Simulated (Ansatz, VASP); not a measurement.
# Two plane-wave programs on Al2Pt

File INCAR:

```
PREC     = Accurate       # precision mode
ENCUT    = 520            # plane-wave cutoff, eV
EDIFF    = 1E-8           # SCF threshold, eV
ISMEAR   = -1             # smearing method
SIGMA    = 0.05           # smearing width, eV
LREAL    = F              # projectors in reciprocal space
LASPH    = T              # aspherical terms in the spheres
NELM     = 60             # most SCF steps
ALGO     = Normal         # electronic algorithm
ISIF     = 2              # what is computed and relaxed
LWAVE    = F              # write WAVECAR
LCHARG   = F              # write CHGCAR
GGA      = PE             # functional
LEFG     = T            
NBANDS   = 15             # bands
```

The input KPOINTS:

```
regular mesh
0
Gamma
  11 11 11
```

POSCAR

```
Al2Pt
1.0
    0.0000000000      2.9735292329      2.9735292329
    2.9735292329      0.0000000000      2.9735292329
    2.9735292329      2.9735292329      0.0000000000
Al Pt
2 1
Direct
    0.2500000000      0.2500000000      0.2500000000
    0.7500000000      0.7500000000      0.7500000000
    0.0000000000      0.0000000000      0.0000000000
```

Input for Ansatz:

```yaml
crystal:
  lattice:
    - [0.0, 2.9735292329, 2.9735292329]
    - [2.9735292329, 0.0, 2.9735292329]
    - [2.9735292329, 2.9735292329, 0.0]
  atoms:
    - { symbol: Al, position: [0.25, 0.25, 0.25] }
    - { symbol: Al, position: [0.75, 0.75, 0.75] }
    - { symbol: Pt, position: [0.0, 0.0, 0.0] }
kpoints:
  mp_grid: { grid: [11, 11, 11] }
scf:
  occupations: { method: fermi_dirac, width: 0.05 }
hamiltonian:
  xc: pbe
  pseudopotentials: { kind: paw }
output:
  forces: true
  stress: true
  eigenvalues: true
  efg: { contact_densities: true }
  populations: true
  write_density: true
  write_potential: true
  elf: true
  volumetric_format: npy
```

Alike in both runs: task electric field gradients; functional PBE; k mesh 11 × 11 × 11; occupations fermi-dirac, width 0.05 eV; no spin polarisation.

```csv
,VASP,Ansatz
version,VASP 6.6.1,Ansatz 0.2.0
potentials or method,"VASP PAW PBE potentials, release 64 (Al, Pt)","PAW with Ansatz's default frozen-core files, scalar-relativistic"
plane-wave cutoff (eV),520,420
valence electrons in the cell,16,24
```

|  | VASP | Ansatz | Ansatz less VASP |
| --- | --- | --- | --- |
| pressure (GPa) | -0.2 | 0.0 | +0.16 |

VASP's potentials hold 16 valence electrons a cell and Ansatz's 24, so a difference there can come from the potentials and not from the codes.

Spin-orbit coupling is off throughout.
